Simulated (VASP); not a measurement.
Wanted: the native input for a VASP 6.6.1 run.

```yaml
Task: single point
Functional: PBE
Potentials_or_basis: VASP PAW PBE potentials, release 64 (Cu, F)
Cutoff: 520 eV
k_mesh: 10 × 10 × 5
Occupations: gaussian, width 0.05 eV
Spin: collinear spin
Starting_moments: "[0.77, -0.77, 0.0, 0.0, 0.0, 0.0, 0.0, 0.0] μB"
Dipole_correction: no
Further_INCAR_settings: ALGO = Normal; EDIFF = 1e-06; NBANDS = 46
```

The structure of CuF3 lies in POSCAR:

```
CuF3
1.0
    3.7189793396      0.0000000000      3.7189793396
    0.0000000000      3.7189793396      3.7189793396
    0.0000000000      0.0000000000      7.4379586792
Cu F
2 6
Direct
    0.0000000000      0.0000000000      0.0000000000
    0.0000000000      0.0000000000      0.5000000000
    0.5000000000      0.0000000000      0.7500000000
    0.0000000000      0.0000000000      0.2500000000
    0.0000000000      0.5000000000      0.7500000000
    0.5000000000      0.0000000000      0.2500000000
    0.0000000000      0.0000000000      0.7500000000
    0.0000000000      0.5000000000      0.2500000000
```

The input as run:

INCAR

```
SYSTEM = CuF3
  ALGO = Normal
  EDIFF = 1E-6
  ENCUT = 520
  GGA = PE
  ISIF = 2
  ISMEAR = 0
  ISPIN = 2
  LASPH = .TRUE.
  LCHARG = .TRUE.
  LELF = .TRUE.
  LMAXMIX = 4
  LORBIT = 11
  LREAL = .FALSE.
  LVHAR = .TRUE.
  LWAVE = .FALSE.
  MAGMOM = 0.77 -0.77 0 0 0 0 0 0
  NBANDS = 46
  NELM = 150
  PREC = Accurate
  SIGMA = 0.05
```

KPOINTS

```
k-points
0
G
  10 10 5
  0 0 0
```

Potentials or basis: VASP PAW PBE potentials, release 64 (Cu, F).

Launch:

```console
$ cat potpaw_PBE.64/Cu/POTCAR potpaw_PBE.64/F/POTCAR > POTCAR
$ mpirun -np 1 vasp_std > vasp.out
```

It gave:

```yaml
Pressure: 6.6 GPa
Band_gap_on_the_k_mesh: 0.31 eV
Net_moment: 0.00 μB per cell
Site_moments: Cu +0.63, -0.63; F +0.00 μB
Valence_electrons_inside_the_program's_atomic_spheres: Cu 9.75; F 6.07
```

Caveat: the cell stands under pressure; semilocal functionals underestimate gaps, and a narrow one can read as zero.

Run time: 12 min on 1 thread of Oxide Virtual Turin-like Processor, with other jobs on the host, peak memory 0.41 GiB.
